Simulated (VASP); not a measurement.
# Sc2InAs3 (R-3m) in VASP: a series of runs

Runs on Sc2InAs3. Level: PBE. Tasks: single point, relaxation of cell and atoms.

Program: VASP 6.6.1. These are calculated values, not measurements. Logs are shortened: lines on timing, memory, paths and dates and some standing lists are left out, and cuts for length are marked.

**1. The cell of the first run**

Symmetry: R-3m, No. 166, trigonal system. The conventional cell has a = 5.418 Å, b = 5.418 Å, c = 15.732 Å, α = 90.00°, β = 90.00°, γ = 120.00°. Sc (site symmetry 3m) has 9 As at 3.14 to 3.97 Å and 4 Sc at 3.18 to 3.75 Å and 3 In at 3.29 Å within 4.1 Å. Within 4.0 Å of In (site symmetry -3m) lie 6 As at 3.05 Å and 6 Sc at 3.29 Å. Within 3.6 Å of As (site symmetry 2/m) lie 4 As at 2.71 Å and 2 In at 3.05 Å and 4 Sc at 3.14 Å.

**2. Single point, PBE**

File INCAR:

```
ALGO = Normal
EDIFF = 1E-7
ENCUT = 520
GGA = PE
ISIF = 2
ISMEAR = 0
LASPH = T
LCHARG = F
LREAL = F
LWAVE = F
NBANDS = 34
NELM = 100
PREC = Accurate
SIGMA = 0.1
```

File KPOINTS:

```
k-points
0
Gamma
  6 6 6
```

File POSCAR:

```
Sc2InAs3
1.0
    2.7092345107      1.5641772741      5.2439180889
   -2.7092345107      1.5641772741      5.2439180889
    0.0000000000     -3.1283545481      5.2439180889
Sc In As
2 1 3
Direct
    0.6011437583      0.6011437583      0.6011437583
    0.3988562417      0.3988562417      0.3988562417
    0.0000000000      0.0000000000      0.0000000000
    0.5000000000      0.0000000000      0.0000000000
    0.0000000000      0.5000000000      0.0000000000
    0.0000000000      0.0000000000      0.5000000000
```

Potentials or basis: VASP PAW PBE potentials, release 64 (Sc_sv, In_d, As).

Command:

```sh
$ cat potpaw_PBE.64/Sc_sv/POTCAR potpaw_PBE.64/In_d/POTCAR potpaw_PBE.64/As/POTCAR > POTCAR
$ mpirun -np 1 vasp_std > vasp.out
```

OUTCAR:

```text
EDIFF = 1E-7
   ENCUT = 520
   GGA = PE
   ISIF = 2
   ISMEAR = 0
   LASPH = T
   LREAL = F
   NELM = 100
   PREC = Accurate

 ion  position               nearest neighbor table
   1  0.601  0.601  0.601-   6 3.14   6 3.14   4 3.14   5 3.14   5 3.14   4 3.14   2 3.18   3 3.29
                             3 3.29   3 3.29
   2  0.399  0.399  0.399-   6 3.14   6 3.14   4 3.14   5 3.14   4 3.14   5 3.14   1 3.18   3 3.29
                             3 3.29   3 3.29
   3  0.000  0.000  0.000-   6 3.05   6 3.05   4 3.05   5 3.05   5 3.05   4 3.05   2 3.29   1 3.29
                             2 3.29   1 3.29   2 3.29   1 3.29
   4  0.500  0.000  0.000-   5 2.71   5 2.71   6 2.71   6 2.71   3 3.05   3 3.05   2 3.14   1 3.14
                             1 3.14   2 3.14
   5  0.000  0.500  0.000-   4 2.71   4 2.71   6 2.71   6 2.71   3 3.05   3 3.05   2 3.14   1 3.14
                             2 3.14   1 3.14
   6  0.000  0.000  0.500-   4 2.71   5 2.71   5 2.71   4 2.71   3 3.05   3 3.05   2 3.14   1 3.14
                             2 3.14   1 3.14

  LATTYP: Found a trigonal (rhomboedric) cell.
 ALAT       =     6.1061673005
 COS(alpha) =     0.6062815239

  Lattice vectors:

 A1 = (   2.7092345107,   1.5641772741,   5.2439180889)
 A2 = (  -2.7092345107,   1.5641772741,   5.2439180889)
 A3 = (   0.0000000000,  -3.1283545481,   5.2439180889)

Analysis of symmetry for initial positions (statically):
=====================================================================
 Subroutine PRICEL returns:
 Original cell was already a primitive cell.

 Routine SETGRP: Setting up the symmetry group for a
 trigonal (rhombohedral) supercell.

 Subroutine GETGRP returns: Found 12 space group operations
 (whereof 12 operations were pure point group operations)
 out of a pool of 12 trial point group operations.

The static configuration has the point symmetry D_3d.

Analysis of symmetry for dynamics (positions and initial velocities):
=====================================================================
 Subroutine PRICEL returns:
 Original cell was already a primitive cell.

 Routine SETGRP: Setting up the symmetry group for a
 trigonal (rhombohedral) supercell.

 Subroutine GETGRP returns: Found 12 space group operations
 (whereof 12 operations were pure point group operations)
 out of a pool of 12 trial point group operations.

The dynamic configuration has the point symmetry D_3d.

 Subroutine INISYM returns: Found 12 space group operations
 (whereof 12 operations are pure point group operations),
 and found     1 'primitive' translations

----------------------------------------------------------------------------------------

                                     Primitive cell

  volume of cell :     133.3336

  direct lattice vectors                    reciprocal lattice vectors
     2.709234511  1.564177274  5.243918089     0.184553976  0.106552288  0.063565702
    -2.709234511  1.564177274  5.243918089    -0.184553976  0.106552288  0.063565702
     0.000000000 -3.128354548  5.243918089     0.000000000 -0.213104575  0.063565702

  length of vectors
     6.106167301  6.106167301  6.106167301     0.222382909  0.222382909  0.222382909

  position of ions in fractional coordinates (direct lattice)
     0.601143758  0.601143758  0.601143758
     0.398856242  0.398856242  0.398856242
     0.000000000  0.000000000  0.000000000
     0.500000000  0.000000000  0.000000000
     0.000000000  0.500000000  0.000000000
     0.000000000  0.000000000  0.500000000

  ion indices of the primitive-cell ions
   primitive index   ion index
                 1           1
                 2           2
                 3           3
                 4           4
                 5           5
                 6           6

----------------------------------------------------------------------------------------

 KPOINTS: k-points

Automatic generation of k-mesh.
 Grid dimensions read from file:
 generate k-points for:    6    6    6

 Generating k-lattice:

  Cartesian coordinates                     Fractional coordinates (reciprocal lattice)
     0.030758996  0.017758715  0.010594284     0.166666667  0.000000000  0.000000000
    -0.030758996  0.017758715  0.010594284     0.000000000  0.166666667  0.000000000
     0.000000000 -0.035517429  0.010594284     0.000000000  0.000000000  0.166666667

  Length of vectors
     0.037063818  0.037063818  0.037063818

  Shift w.r.t. Gamma in fractional coordinates (k-lattice)
     0.000000000  0.000000000  0.000000000

 Subroutine IBZKPT returns following result:
 ===========================================

 Found     32 irreducible k-points:

 Following reciprocal coordinates:
            Coordinates               Weight
  0.000000  0.000000  0.000000      1.000000
  0.166667 -0.000000 -0.000000      6.000000
  0.333333 -0.000000 -0.000000      6.000000
  0.500000  0.000000 -0.000000      3.000000
  0.166667  0.166667 -0.000000      6.000000
  0.333333  0.166667 -0.000000     12.000000
[... 16 lines left out ...]
  0.500000  0.500000  0.166667      6.000000
 -0.333333  0.500000  0.166667     12.000000
 [... further k-points ...]
   k-points           NKPTS =     32   k-points in BZ     NKDIM =     32   number of bands    NBANDS=     34
   number of dos      NEDOS =    301   number of ions     NIONS =      6
   total plane-waves  NPLWV = 110592
   dimension x,y,z NGX =    48 NGY =   48 NGZ =   48
   dimension x,y,z NGXF=    96 NGYF=   96 NGZF=   96
   ions per type =               2   1   3
   NGX,Y,Z   is equivalent  to a cutoff of  13.07, 13.07, 13.07 a.u.
   NGXF,Y,Z  is equivalent  to a cutoff of  26.14, 26.14, 26.14 a.u.
 SYSTEM =  unknown system
   PREC   = accura    normal or accurate (medium, high low for compatibility)
   ISTART =      0    job   : 0-new  1-cont  2-samecut
   ICHARG =      2    charge: 1-file 2-atom 10-const
   ISPIN  =      1    spin polarized calculation?
   LNONCOLLINEAR =      F non collinear calculations
   LSORBIT =      F    spin-orbit coupling
   LASPH  =      T    aspherical Exc in radial PAW
   ENCUT  =  520.0 eV  38.22 Ry    6.18 a.u.  11.35 11.35 11.35*2*pi/ulx,y,z
   NELM   =    100;   NELMIN=  2; NELMDL= -5     # of ELM steps
   EDIFF  = 0.1E-06   stopping-criterion for ELM
   LREAL  =      F    real-space projection
   EDIFFG = 0.1E-05   stopping-criterion for IOM
   NSW    =      0    number of steps for IOM
   IBRION =     -1    ionic relax: 0-MD 1-quasi-New 2-CG
   NFREE  =      0    steps in history (QN), initial steepest desc. (CG)
   ISIF   =      2    stress and relaxation
   ISYM   =      2    0-nonsym 1-usesym 2-fastsym
   POTIM  = 0.5000    time-step for ionic-motion
   TEBEG  =    0.0;   TEEND  =   0.0 temperature during run
   PSTRESS=    0.0 pullay stress
   NELECT =      50.0000    total number of electrons
   NUPDOWN=      -1.0000    fix difference up-down
   EMIN   =  10.00;   EMAX   =-10.00  energy-range for DOS
   EFERMI =   0.00;   METHOD = LEGACY
   ISMEAR =     0;   SIGMA  =   0.10  broadening in eV -4-tet -1-fermi 0-gaus
   EFERMI_NEDOS =   21; number of points for ismear=-14 and -15
   IALGO  =     38    algorithm
   IMIX   =      4    mixing-type and parameters
     AMIX     =   0.40;   BMIX     =  1.00
     AMIX_MAG =   1.60;   BMIX_MAG =  1.00
  volume/ion in A,a.u.               =      22.22       149.96
  Fermi-wavevector in a.u.,A,eV,Ry     =   1.180551  2.230919 18.962464  1.393702
  Thomas-Fermi vector in A             =   2.316842
   LORBIT       =      0    0 simple, 1 ext, 2 COOP (PROOUT), +10 PAW based schemes
   GGA     = PE    functional components
   LHFCALC =     F    Hartree Fock is set to
   AEXX    =    0.0000 exact exchange contribution
   IVDW    =     0    specifies the selected vdW correction
   LEPSILON=     F    determine dielectric tensor
   LRPA    =     F    only Hartree local field effects (RPA)
 non-spin polarized calculation
 Gauss-broadening in eV      SIGMA  =   0.10
  energy-cutoff  :      520.00
  volume of cell :      133.33
 maximum number of plane-waves:      3610
 NGX is ok and might be reduce to    48
   NGX = 23   NGY = 23   NGZ = 23

 number of electron      49.9999998 magnetization

 Free energy of the ion-electron system (eV)
  ---------------------------------------------------
  ext. energy  EPLUGINS =         0.00000000
  ---------------------------------------------------
  free energy    TOTEN  =       -29.84102906 eV

  energy without entropy =      -29.82026312  energy(sigma->0) =      -29.83064609

 E-fermi :   6.0937     XC(G=0): -10.2155

 val. band max:        6.0720019748   @ k =   0.3333   0.3333  -0.0000
 cond. band min:       6.1015959590   @ k =   0.5000   0.3333   0.3333
 fundamental gap:      0.0295939842
 Fermi energy:         6.0936679514

 k-point     1 :       0.0000    0.0000    0.0000
  band No.  band energies     occupation
      1     -44.4338      2.00000
      2     -44.4158      2.00000
      3     -23.0911      2.00000
      4     -23.0635      2.00000
      5     -23.0635      2.00000
      6     -23.0585      2.00000
[... 26 lines left out ...]
     33       8.5252      0.00000
     34       8.6391      0.00000

 k-point     2 :       0.1667   -0.0000   -0.0000
  band No.  band energies     occupation
      1     -44.4334      2.00000
      2     -44.4162      2.00000
      3     -23.0907      2.00000
      4     -23.0687      2.00000
      5     -23.0643      2.00000
      6     -23.0579      2.00000
[... 26 lines left out ...]
     33       8.1541      0.00000
     34       8.3216      0.00000

 k-point     3 :       0.3333   -0.0000   -0.0000
  band No.  band energies     occupation
      1     -44.4326      2.00000
      2     -44.4169      2.00000
      3     -23.0897      2.00000
      4     -23.0751      2.00000
      5     -23.0656      2.00000
      6     -23.0570      2.00000
[... 26 lines left out ...]
     33       8.2302      0.00000
     34       8.2786      0.00000
[... 704 lines left out ...]
 k-point    23 :       0.5000    0.5000    0.1667
  band No.  band energies     occupation
      1     -44.4303      2.00000
      2     -44.4192      2.00000
      3     -23.0853      2.00000
      4     -23.0817      2.00000
      5     -23.0668      2.00000
      6     -23.0516      2.00000
[... 26 lines left out ...]
     33       8.1635      0.00000
     34       8.1741      0.00000

 k-point    24 :      -0.3333    0.5000    0.1667
  band No.  band energies     occupation
      1     -44.4307      2.00000
      2     -44.4189      2.00000
      3     -23.0880      2.00000
      4     -23.0811      2.00000
      5     -23.0637      2.00000
      6     -23.0542      2.00000
[... 26 lines left out ...]
     33       8.0726      0.00000
     34       8.2639      0.00000

 [... further k-points ...]
[... 5 lines left out ...]
  --------------------------------------------------------------------------------------
  -------------------------------------------------------------------------------------
  Total       -0.1010125     -0.1010125      0.0031335      0.0000000      0.0000000      0.0000000
  in kB       -1.2137965     -1.2137965      0.0376533      0.0000000      0.0000000      0.0000000
  external PRESSURE =      -0.7966466 kB  Pullay stress =       0.0000000 kB

 VOLUME and BASIS-vectors are now :
 -----------------------------------------------------------------------------
  energy-cutoff  :      520.00
  volume of cell :      133.33
      direct lattice vectors                 reciprocal lattice vectors
     2.709234511  1.564177274  5.243918089     0.184553976  0.106552288  0.063565702
    -2.709234511  1.564177274  5.243918089    -0.184553976  0.106552288  0.063565702
     0.000000000 -3.128354548  5.243918089     0.000000000 -0.213104575  0.063565702

 POSITION                                       TOTAL-FORCE (eV/Angst)
 -----------------------------------------------------------------------------------
      0.00000      0.00000      9.45705         0.000000      0.000000      0.006994
      0.00000      0.00000      6.27471         0.000000     -0.000000     -0.006994
      0.00000      0.00000      0.00000        -0.000000      0.000000      0.000000
      1.35462      0.78209      2.62196        -0.000000      0.000000     -0.000000
     -1.35462      0.78209      2.62196        -0.000000      0.000000     -0.000000
      0.00000     -1.56418      2.62196         0.000000      0.000000     -0.000000
 -----------------------------------------------------------------------------------
    total drift:                                0.000000     -0.000000      0.000000

  FREE ENERGIE OF THE ION-ELECTRON SYSTEM (eV)
  ---------------------------------------------------
  free  energy   TOTEN  =       -29.8410290598 eV

  energy  without entropy=      -29.8202631213  energy(sigma->0) =      -29.83064609
```

Run time: 4.6 min. Hardware: 1 thread of Intel Xeon 6975P-C, shared host; peak memory 0.4 GiB.

Results:

* Free energy: -29.8410 eV
* Pressure: -0.1 GPa
* Largest force: 0.007 eV/Å
* Band gap on the k mesh: zero (band 25 reaches 6.58 eV, above the bottom of band 26 at 5.23 eV)

Forces on the atoms (eV/Å):
```
Sc   0.000  0.000  0.007
Sc   0.000  0.000 -0.007
In   0.000  0.000  0.000
As   0.000  0.000  0.000
As   0.000  0.000  0.000
As   0.000  0.000  0.000
```

Caveat: spin-orbit coupling is left out, which moves the levels of the heavy elements.

[end of part 1 of 2]
